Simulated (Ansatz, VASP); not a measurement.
**One calculation of Mg4Se, two programs**

```
Mg Se
1.0
    -3.01780    3.01780    3.01780
     3.01780   -3.01780    3.01780
     3.01780    3.01780   -3.01780
Mg Se
4 1
Direct
  0.00000 0.63058 0.00000
  0.36942 0.36942 0.36942
  0.00000 0.00000 0.63058
  0.63058 0.00000 0.00000
  0.00000 0.00000 0.00000
```

Change from the starting cell: species swapped into the GeF4 type (I-43m, No. 217).

Alike in both runs: task single point; functional PBE; k mesh 4 × 4 × 4; occupations gaussian, width 0.1 eV; no spin polarisation.

|  | VASP | Ansatz |
| --- | --- | --- |
| version | VASP 6.6.1 | Ansatz 0.2.0 |
| potentials or method | VASP PAW PBE potentials, release 64 (Mg, Se), cutoff 520 eV | scalar-relativistic, plane waves, PAW |
| valence electrons in the cell | 14 | 56 |

Ansatz gave:

| Quantity | Value |
| --- | --- |
| gap on the k mesh at the Fermi level (eV) | none |
| rms of the force components (eV/Å) | 5.750 |

**Question.** Estimate VASP's values.

**Answer.** gap on the k mesh at the Fermi level (eV): none; rms of the force components (eV/Å): 5.870.

Atom by atom the forces differ by 0.120 eV/Å (rms over components). A gap of «none» marks a metal or a gap that the smearing closes. VASP's potentials hold 14 valence electrons a cell and Ansatz's 56, so a difference there can come from the potentials and not from the codes.

The k mesh is coarse, so the values compare programs but aren't converged.
